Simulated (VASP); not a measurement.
# PtSe (I4mm) in VASP: single point with PBEsol

Aim: the single point of PtSe with PBEsol.

Everything below comes from runs of VASP 6.6.1. Logs are shortened: lines on timing, memory, paths and dates and some standing lists are left out, and cuts for length are marked.

### Step 1. The cell of the first run

The structure is tetragonal, space group I4mm (No. 107). Conventional cell: a = 3.685 Å, b = 3.685 Å, c = 5.212 Å, α = 90.00°, β = 90.00°, γ = 90.00°. Within 3.4 Å of Pt (site symmetry 4mm) lie 6 Se at 2.56 to 2.66 Å. Within 3.4 Å of Se (site symmetry 4mm) lie 6 Pt at 2.56 to 2.66 Å.

### Step 2. Single point, PBEsol, collinear spin (atom 2 (Se) moved 0.05 Å along z)

INCAR

```
  PREC = Accurate
  ENCUT = 520
  EDIFF = 1E-6
  ISMEAR = 0
  SIGMA = 0.05
  LREAL = False
  LASPH = True
  NELM = 150
  ALGO = Normal
  ISIF = 2
  LWAVE = False
  LCHARG = False
  ISPIN = 2
  MAGMOM = 0.05 0
  LORBIT = 11
  LMAXMIX = 4
  GGA = PS
  NBANDS = 19
```

KPOINTS

```
regular mesh
0
Gamma
  10 10 10
```

POSCAR

```
PtSe
1.0
    0.0000000000      2.6058892385      2.6058892385
    2.6058892385      0.0000000000      2.6058892385
    2.6058892385      2.6058892385      0.0000000000
Pt Se
1 1
Direct
    0.5000000000      0.5000000000      0.5000000000
    0.0095936541      0.0095936541     -0.0095936541
```

Potentials or basis: VASP PAW PBE potentials, release 64 (Pt, Se).

On the command line:

```bash
cat potpaw_PBE.64/Pt/POTCAR potpaw_PBE.64/Se/POTCAR > POTCAR
mpirun -np 1 vasp_std > vasp.out
```

OUTCAR:

```text
PREC = Accurate
   ENCUT = 520
   EDIFF = 1E-6
   ISMEAR = 0
   LREAL = False
   LASPH = True
   NELM = 150
   ISIF = 2
   ISPIN = 2
   LORBIT = 11
   GGA = PS

 ion  position               nearest neighbor table
   1  0.500  0.500  0.500-   2 2.56   2 2.61   2 2.61   2 2.61   2 2.61   2 2.66
   2  0.010  0.010  0.990-   1 2.56   1 2.61   1 2.61   1 2.61   1 2.61   1 2.66

  LATTYP: Found a face centered cubic cell.
 ALAT       =     5.2117784770

  Lattice vectors:

 A1 = (   0.0000000000,   2.6058892385,   2.6058892385)
 A2 = (   2.6058892385,   0.0000000000,   2.6058892385)
 A3 = (   2.6058892385,   2.6058892385,   0.0000000000)

Analysis of symmetry for initial positions (statically):
=====================================================================
 Subroutine PRICEL returns:
 Original cell was already a primitive cell.

 Routine SETGRP: Setting up the symmetry group for a
 face centered cubic supercell.

 Subroutine GETGRP returns: Found  8 space group operations
 (whereof  8 operations were pure point group operations)
 out of a pool of 48 trial point group operations.

The static configuration has the point symmetry C_4v.

Analysis of symmetry for dynamics (positions and initial velocities):
=====================================================================
 Subroutine PRICEL returns:
 Original cell was already a primitive cell.

 Routine SETGRP: Setting up the symmetry group for a
 face centered cubic supercell.

 Subroutine GETGRP returns: Found  8 space group operations
 (whereof  8 operations were pure point group operations)
 out of a pool of 48 trial point group operations.

The dynamic configuration has the point symmetry C_4v.

Analysis of structural, dynamic, and magnetic symmetry:
=====================================================================
 Subroutine PRICEL returns:
 Original cell was already a primitive cell.

 Routine SETGRP: Setting up the symmetry group for a
 face centered cubic supercell.

 Subroutine GETGRP returns: Found  8 space group operations
 (whereof  8 operations were pure point group operations)
 out of a pool of 48 trial point group operations.

The overall configuration has the point symmetry C_4v.

 Subroutine INISYM returns: Found  8 space group operations
 (whereof  8 operations are pure point group operations),
 and found     1 'primitive' translations

----------------------------------------------------------------------------------------

                                     Primitive cell

  volume of cell :      35.3914

  direct lattice vectors                    reciprocal lattice vectors
     0.000000000  2.605889239  2.605889239    -0.191873082  0.191873082  0.191873082
     2.605889239  0.000000000  2.605889239     0.191873082 -0.191873082  0.191873082
     2.605889239  2.605889239  0.000000000     0.191873082  0.191873082 -0.191873082

  length of vectors
     3.685283903  3.685283903  3.685283903     0.332333927  0.332333927  0.332333927

  position of ions in fractional coordinates (direct lattice)
     0.500000000  0.500000000  0.500000000
     0.009593654  0.009593654  0.990406346

  ion indices of the primitive-cell ions
   primitive index   ion index
                 1           1
                 2           2

----------------------------------------------------------------------------------------

 KPOINTS: regular mesh

Automatic generation of k-mesh.
 Grid dimensions read from file:
 generate k-points for:   10   10   10

 Generating k-lattice:

  Cartesian coordinates                     Fractional coordinates (reciprocal lattice)
    -0.019187308  0.019187308  0.019187308     0.100000000  0.000000000  0.000000000
     0.019187308 -0.019187308  0.019187308     0.000000000  0.100000000  0.000000000
     0.019187308  0.019187308 -0.019187308     0.000000000  0.000000000  0.100000000

  Length of vectors
     0.033233393  0.033233393  0.033233393

  Shift w.r.t. Gamma in fractional coordinates (k-lattice)
     0.000000000  0.000000000  0.000000000

 Subroutine IBZKPT returns following result:
 ===========================================

 Found    102 irreducible k-points:

 Following reciprocal coordinates:
            Coordinates               Weight
  0.000000  0.000000  0.000000      1.000000
  0.100000  0.000000  0.000000      8.000000
  0.200000  0.000000  0.000000      8.000000
  0.300000  0.000000  0.000000      8.000000
  0.400000  0.000000  0.000000      8.000000
  0.500000  0.000000  0.000000      4.000000
[... 16 lines left out ...]
 -0.100000  0.100000  0.000000      4.000000
  0.000000 -0.100000  0.100000      8.000000
 [... further k-points ...]
   k-points           NKPTS =    102   k-points in BZ     NKDIM =    102   number of bands    NBANDS=     19
   number of dos      NEDOS =    301   number of ions     NIONS =      2
   total plane-waves  NPLWV =  21952
   dimension x,y,z NGX =    28 NGY =   28 NGZ =   28
   dimension x,y,z NGXF=    56 NGYF=   56 NGZF=   56
   ions per type =               1   1
   NGX,Y,Z   is equivalent  to a cutoff of  12.63, 12.63, 12.63 a.u.
   NGXF,Y,Z  is equivalent  to a cutoff of  25.26, 25.26, 25.26 a.u.
 SYSTEM =  unknown system
   PREC   = accura    normal or accurate (medium, high low for compatibility)
   ISTART =      0    job   : 0-new  1-cont  2-samecut
   ICHARG =      2    charge: 1-file 2-atom 10-const
   ISPIN  =      2    spin polarized calculation?
   LNONCOLLINEAR =      F non collinear calculations
   LSORBIT =      F    spin-orbit coupling
   LASPH  =      T    aspherical Exc in radial PAW
   ENCUT  =  520.0 eV  38.22 Ry    6.18 a.u.   6.85  6.85  6.85*2*pi/ulx,y,z
   NELM   =    150;   NELMIN=  2; NELMDL= -5     # of ELM steps
   EDIFF  = 0.1E-05   stopping-criterion for ELM
   LREAL  =      F    real-space projection
[... 7 lines left out ...]
   TEBEG  =    0.0;   TEEND  =   0.0 temperature during run
   PSTRESS=    0.0 pullay stress
   NELECT =      16.0000    total number of electrons
   NUPDOWN=      -1.0000    fix difference up-down
   EMIN   =  10.00;   EMAX   =-10.00  energy-range for DOS
   EFERMI =   0.00;   METHOD = LEGACY
   ISMEAR =     0;   SIGMA  =   0.05  broadening in eV -4-tet -1-fermi 0-gaus
   EFERMI_NEDOS =   21; number of points for ismear=-14 and -15
   IALGO  =     38    algorithm
   IMIX   =      4    mixing-type and parameters
     AMIX     =   0.40;   BMIX     =  1.00
     AMIX_MAG =   1.60;   BMIX_MAG =  1.00
  volume/ion in A,a.u.               =      17.70       119.42
  Fermi-wavevector in a.u.,A,eV,Ry     =   1.256461  2.374366 21.479425  1.578693
  Thomas-Fermi vector in A             =   2.390167
   LORBIT       =     11    0 simple, 1 ext, 2 COOP (PROOUT), +10 PAW based schemes
   GGA     = PS    functional components
   LHFCALC =     F    Hartree Fock is set to
   AEXX    =    0.0000 exact exchange contribution
   IVDW    =     0    specifies the selected vdW correction
   LEPSILON=     F    determine dielectric tensor
   LRPA    =     F    only Hartree local field effects (RPA)
 spin polarized calculation
 Gauss-broadening in eV      SIGMA  =   0.05
  energy-cutoff  :      520.00
  volume of cell :       35.39
 maximum number of plane-waves:       966
   NGX = 13   NGY = 13   NGZ = 13

 number of electron      16.0000001 magnetization      -0.0000214

 number of electron      16.0000001 magnetization       0.0000873

 Free energy of the ion-electron system (eV)
  ---------------------------------------------------
  ext. energy  EPLUGINS =         0.00000000
  ---------------------------------------------------
  free energy    TOTEN  =       -10.88425438 eV

  energy without entropy =      -10.88319654  energy(sigma->0) =      -10.88372546

 E-fermi :   7.9987     XC(G=0): -11.8611

 val. band max:        7.9632003026   @ k =   0.0000   0.4000   0.2000
 cond. band min:       8.0192203748   @ k =   0.2000   0.1000   0.0000
 fundamental gap:      0.0560200723
 Fermi energy:         7.9986541859

 spin component 1

 k-point     1 :       0.0000    0.0000    0.0000
  band No.  band energies     occupation
      1      -7.6109      1.00000
      2       4.5877      1.00000
      3       4.6026      1.00000
      4       4.6026      1.00000
      5       4.6291      1.00000
      6       4.6464      1.00000
[... 11 lines left out ...]
     18      24.2638      0.00000
     19      24.2852      0.00000

 k-point     2 :       0.1000    0.0000    0.0000
  band No.  band energies     occupation
      1      -7.4865      1.00000
      2       4.0445      1.00000
      3       4.1356      1.00000
      4       4.2664      1.00000
      5       4.7125      1.00000
      6       4.7151      1.00000
[... 11 lines left out ...]
     18      25.3875      0.00000
     19      25.4025      0.00000

 k-point     3 :       0.2000    0.0000    0.0000
  band No.  band energies     occupation
      1      -7.1323      1.00000
      2       2.8917      1.00000
      3       3.3798      1.00000
      4       3.3970      1.00000
      5       4.9599      1.00000
      6       4.9626      1.00000
[... 11 lines left out ...]
     18      27.3505      0.00000
     19      27.3625      0.00000

 k-point     4 :       0.3000    0.0000    0.0000
  band No.  band energies     occupation
      1      -6.6173      1.00000
      2       1.4608      1.00000
      3       2.7670      1.00000
      4       2.7674      1.00000
      5       5.2969      1.00000
      6       5.2991      1.00000
[... 407 lines left out ...]
     18      26.7492      0.00000
     19      28.9252      0.00000

 k-point    23 :      -0.1000    0.1000    0.0000
  band No.  band energies     occupation
      1      -7.2886      1.00000
      2       3.2902      1.00000
      3       3.5097      1.00000
      4       4.0701      1.00000
      5       4.7693      1.00000
      6       4.9061      1.00000
[... 11 lines left out ...]
     18      24.8745      0.00000
     19      27.1681      0.00000

 k-point    24 :       0.0000   -0.1000    0.1000
  band No.  band energies     occupation
      1      -7.2884      1.00000
      2       3.2822      1.00000
      3       3.5274      1.00000
      4       4.0361      1.00000
      5       4.7728      1.00000
      6       4.9174      1.00000
[... 11 lines left out ...]
     18      24.8475      0.00000
     19      27.1764      0.00000

 [... further k-points ...]

 spin component 2

 k-point     1 :       0.0000    0.0000    0.0000
  band No.  band energies     occupation
      1      -7.6109      1.00000
      2       4.5877      1.00000
      3       4.6029      1.00000
      4       4.6029      1.00000
      5       4.6294      1.00000
      6       4.6464      1.00000
[... 11 lines left out ...]
     18      24.2639      0.00000
     19      24.2852      0.00000

 k-point     2 :       0.1000    0.0000    0.0000
  band No.  band energies     occupation
      1      -7.4864      1.00000
      2       4.0446      1.00000
      3       4.1356      1.00000
      4       4.2666      1.00000
      5       4.7127      1.00000
      6       4.7153      1.00000
[... 11 lines left out ...]
     18      25.3876      0.00000
     19      25.4026      0.00000

 k-point     3 :       0.2000    0.0000    0.0000
  band No.  band energies     occupation
      1      -7.1322      1.00000
      2       2.8918      1.00000
      3       3.3798      1.00000
      4       3.3971      1.00000
      5       4.9601      1.00000
      6       4.9628      1.00000
[... 11 lines left out ...]
     18      27.3506      0.00000
     19      27.3625      0.00000

 k-point     4 :       0.3000    0.0000    0.0000
  band No.  band energies     occupation
      1      -6.6173      1.00000
      2       1.4609      1.00000
      3       2.7670      1.00000
      4       2.7674      1.00000
      5       5.2972      1.00000
      6       5.2993      1.00000
[... 407 lines left out ...]
     18      26.7493      0.00000
     19      28.9253      0.00000

 k-point    23 :      -0.1000    0.1000    0.0000
  band No.  band energies     occupation
      1      -7.2886      1.00000
      2       3.2902      1.00000
      3       3.5097      1.00000
      4       4.0703      1.00000
      5       4.7696      1.00000
      6       4.9062      1.00000
[... 11 lines left out ...]
     18      24.8745      0.00000
     19      27.1682      0.00000

 k-point    24 :       0.0000   -0.1000    0.1000
  band No.  band energies     occupation
      1      -7.2884      1.00000
      2       3.2822      1.00000
      3       3.5274      1.00000
      4       4.0363      1.00000
      5       4.7730      1.00000
      6       4.9176      1.00000
[... 11 lines left out ...]
     18      24.8476      0.00000
     19      27.1765      0.00000

 [... further k-points ...]

------------------------ aborting loop because EDIFF is reached ----------------------------------------

  FORCE on cell =-STRESS in cart. coord.  units (eV):
  Direction    XX          YY          ZZ          XY          YZ          ZX
  --------------------------------------------------------------------------------------
  -------------------------------------------------------------------------------------
  Total        0.0057268      0.0057268      0.1128584      0.0000000      0.0000000      0.0000000
  in kB        0.2592544      0.2592544      5.1091264      0.0000000      0.0000000      0.0000000
  external PRESSURE =       1.8758784 kB  Pullay stress =       0.0000000 kB

 VOLUME and BASIS-vectors are now :
 -----------------------------------------------------------------------------
  energy-cutoff  :      520.00
  volume of cell :       35.39
      direct lattice vectors                 reciprocal lattice vectors
     0.000000000  2.605889239  2.605889239    -0.191873082  0.191873082  0.191873082
     2.605889239  0.000000000  2.605889239     0.191873082 -0.191873082  0.191873082
     2.605889239  2.605889239  0.000000000     0.191873082  0.191873082 -0.191873082

 POSITION                                       TOTAL-FORCE (eV/Angst)
 -----------------------------------------------------------------------------------
      2.60589      2.60589      2.60589         0.000000      0.000000      0.284358
      2.60589      2.60589      0.05000         0.000000      0.000000     -0.284358
 -----------------------------------------------------------------------------------
    total drift:                                0.000000      0.000000     -0.000089

  FREE ENERGIE OF THE ION-ELECTRON SYSTEM (eV)
  ---------------------------------------------------
  free  energy   TOTEN  =       -10.8842543753 eV

  energy  without entropy=      -10.8831965362  energy(sigma->0) =      -10.88372546

 total charge

# of ion       s       p       d       tot
------------------------------------------
    1        0.642   0.425   8.203   9.270
    2        1.472   2.182   0.114   3.767
--------------------------------------------------
tot          2.114   2.607   8.317  13.037

 magnetization (x)

# of ion       s       p       d       tot
------------------------------------------
    1        0.000   0.000   0.000   0.000
    2       -0.000   0.000  -0.000  -0.000
--------------------------------------------------
tot         -0.000   0.000   0.000   0.000
```

Run time: 65 s. Hardware: 1 thread of Intel Xeon Platinum 8488C (Sapphire Rapids), shared host; peak memory 0.25 GiB.

Results:

```
Free energy                                           : -10.8843 eV
Pressure                                              : 0.2 GPa
Largest force                                         : 0.284 eV/Å
Band gap on the k mesh                                : zero (filled and empty bands overlap)
Net moment                                            : 0.00 μB per cell
Valence electrons inside the program's atomic spheres : Pt 9.27; Se 3.77
```

Forces in eV/Å, atoms in the order of the input:
```
Pt   0.000  0.000  0.284
Se   0.000  0.000 -0.284
```

Levels at points of the mesh, in eV from the Fermi level:
Spin up:
```csv
k point,band 6,band 7,band 8,band 9,band 10,band 11
"(0.00, 0.00, 0.00)",-3.35,-1.50,-1.50,-1.46,1.52,9.50
"(0.50, 0.00, 0.00)",-2.27,-1.76,2.89,3.08,3.31,6.17
"(0.50, 0.50, 0.00)",-2.82,-1.90,-1.90,-1.32,0.12,8.53
"(0.00, 0.50, 0.50)",-2.75,-1.90,-1.89,-1.30,0.11,8.52
```
Spin down:
```csv
k point,band 6,band 7,band 8,band 9,band 10,band 11
"(0.00, 0.00, 0.00)",-3.35,-1.50,-1.50,-1.46,1.52,9.50
"(0.50, 0.00, 0.00)",-2.27,-1.76,2.89,3.08,3.31,6.17
"(0.50, 0.50, 0.00)",-2.82,-1.89,-1.89,-1.32,0.12,8.53
"(0.00, 0.50, 0.50)",-2.75,-1.89,-1.89,-1.30,0.11,8.52
```

Caveat: the cell differs from its parent crystal (atom 2 (Se) moved 0.05 Å along z); the PAW data sets were made with another functional, which shifts forces and pressure a little; spin-orbit coupling is left out, which moves the levels of the heavy elements.

The gap in the log of VASP goes by the Fermi energy; the results here count the filled bands.